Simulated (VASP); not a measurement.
Wanted: the native input for a VASP 6.6.1 run.

| Property | Result |
| --- | --- |
| Task | single point |
| Functional | PBE |
| Potentials or basis | VASP PAW PBE potentials, release 64 (Co, Cu, C, N) |
| Cutoff | 520 eV |
| k mesh | 4 × 4 × 6 |
| Occupations | gaussian, width 0.1 eV |
| Spin | collinear spin, ferrimagnetic start |
| Starting moments | [-3.0, 1.0, 0.0, 0.0, 0.0, 0.0, 0.0, 0.0, 0.0, 0.0] μB |
| Dipole correction | no |
| Further INCAR settings | ALGO = Normal; EDIFF = 1e-06; NBANDS = 43 |

The structure of CoCuC4N4 lies in POSCAR:

```
CoCuC4N4
1.0
    7.2047109900      0.0000000000      0.0000000000
    0.0000000000      7.2047109900      0.0000000000
    0.0000000000      0.0000000000      3.3199509300
Co Cu C N
1 1 4 4
Direct
    0.5000000000      0.5000000000      0.0000000000
    0.0000000000      0.0000000000      0.0000000000
    0.1881440800      0.8118559200      0.0000000000
    0.8118559200      0.1881440800      0.0000000000
    0.1881440800      0.1881440800      0.0000000000
    0.8118559200      0.8118559200      0.0000000000
    0.3029738000      0.6970262000      0.0000000000
    0.6970262000      0.3029738000      0.0000000000
    0.3029738000      0.3029738000      0.0000000000
    0.6970262000      0.6970262000      0.0000000000
```

One way to write it, as run:

INCAR

```
PREC = Accurate
ENCUT = 520
EDIFF = 1E-6
ISMEAR = 0
SIGMA = 0.1
LREAL = False
LASPH = True
NELM = 150
ALGO = Normal
ISIF = 2
LWAVE = False
LCHARG = False
ISPIN = 2
MAGMOM = -3 1 0 0 0 0 0 0 0 0
LORBIT = 11
LMAXMIX = 4
GGA = PE
NBANDS = 43
```

KPOINTS

```
Automatic mesh
0
Gamma
  4 4 6
```

Potentials or basis: VASP PAW PBE potentials, release 64 (Co, Cu, C, N).

The run is started by

```sh
$ cat potpaw_PBE.64/Co/POTCAR potpaw_PBE.64/Cu/POTCAR potpaw_PBE.64/C/POTCAR potpaw_PBE.64/N/POTCAR > POTCAR
$ mpirun -np 1 vasp_std > vasp.out
```

Results of the run:

The pressure is -4.0 GPa. The largest force is 1.188 eV/Å, the net moment is -1.25 μB per cell and the site moments are Co -0.76; Cu -0.23; C -0.05; N +0.01 μB. The valence electrons inside the program's atomic spheres are Co 7.96; Cu 10.16; C 2.58; N 3.86.

Caveat: the stress differs along the axes, from -7 to 1 GPa; forces of over 1 eV/Å act on the atoms, so gaps and moduli don't describe the material at rest.

Wall time 14 min on 1 thread of Intel Xeon 8259CL (shared host), peak memory 0.51 GiB.
